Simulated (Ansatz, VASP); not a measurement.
One calculation of Si, two programs

```
Si
1.0
     0.00000    2.73486    2.73486
     2.73486    0.00000    2.73486
     2.73486    2.73486    0.00000
Si
2
Direct
  0.75000 0.75000 0.75000
  0.50000 0.50000 0.50000
```

Alike in both runs: functional PBE; k mesh 9 × 9 × 9; no spin polarisation.

Ansatz relaxed the structure, and its values are those at the end. VASP's run is a single point on that final structure, the one shown.

|  | VASP | Ansatz |
| --- | --- | --- |
| version | VASP 6.6.1 | Ansatz 0.2.0 |
| potentials or method | VASP PAW PBE potentials, release 64 (Si), cutoff 500 eV | plane-wave PAW DFT |
| occupations | gaussian, width 0.01 eV | fixed |
| valence electrons in the cell | 8 | 8 |

```tsv
	VASP	Ansatz	Ansatz less VASP
pressure (GPa)	-0.1	0.0	+0.06
```
